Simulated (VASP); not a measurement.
Wanted: the native input for a VASP 6.6.1 run.

| Quantity | Value |
| --- | --- |
| Task | relaxation of cell and atoms |
| Functional | PBE |
| Potentials or basis | VASP PAW PBE potentials, release 64 (Mg, Sn_d, N) |
| Cutoff | 600 eV |
| k mesh | 6 × 6 × 6 |
| Occupations | gaussian, width 0.1 eV |
| Spin | no spin polarisation |
| Dipole correction | no |
| Further INCAR settings | ALGO = Normal; EDIFF = 1e-06; IBRION = 2; EDIFFG = -0.04; NSW = 90; ISIF = 3 |

The structure of MgSn2N2 lies in POSCAR:

```
MgSn2N2
1.0
   -2.5307403800      2.5307403800      3.9280860900
    2.5307403800     -2.5307403800      3.9280860900
    2.5307403800      2.5307403800     -3.9280860900
Mg Sn N
1 2 2
Direct
    0.0000000000      0.0000000000      0.0000000000
    0.5000000000      0.0000000000      0.5000000000
    0.0000000000      0.5000000000      0.5000000000
    0.7500000000      0.2500000000      0.5000000000
    0.2500000000      0.7500000000      0.5000000000
```

The cell was generated, and may not be a known phase.

One way to write it, as run:

INCAR

```
SYSTEM = MgSn2N2
  ALGO = Normal
  EDIFF = 1E-6
  EDIFFG = -0.04
  ENCUT = 600
  GGA = PE
  IBRION = 2
  ISIF = 3
  ISMEAR = 0
  LASPH = .True.
  LCHARG = .False.
  LREAL = .False.
  LWAVE = .False.
  NELM = 100
  NSW = 90
  PREC = Accurate
  SIGMA = 0.1
```

KPOINTS

```
k-points
0
Gamma
  6 6 6
  0 0 0
```

Potentials or basis: VASP PAW PBE potentials, release 64 (Mg, Sn_d, N).

Run with:

```bash
$ cat potpaw_PBE.64/Mg/POTCAR potpaw_PBE.64/Sn_d/POTCAR potpaw_PBE.64/N/POTCAR > POTCAR
$ mpirun -np 1 vasp_std > vasp.out
```

Results of the run:

| Property | Result |
| --- | --- |
| Relaxed volume | 27.97 Å³/atom |
| Relaxed cell | a = 5.800 Å, b = 5.800 Å, c = 5.800 Å, α = 119.07°, β = 119.07°, γ = 91.61° |
| Space group after relaxing (to 0.1 Å) | I4/mmm (No. 139) |
| Energy gained by relaxing | 313.0 meV/atom |
| Ionic steps | 8 |
| Pressure after relaxing | 0.0 GPa |
| Band gap on the k mesh | zero (bands 20 and 21 overlap by 1.19 eV) |

Caveat: the volume moved by over 15 % at a fixed basis, so the end points are rough; spin-orbit coupling is left out, which moves the levels of the heavy elements.

Run time: 8 min on 1 thread of Intel(R) Xeon(R) Platinum 8375C CPU @ 2.90GHz (Ice Lake) (shared host), peak memory 0.32 GiB.
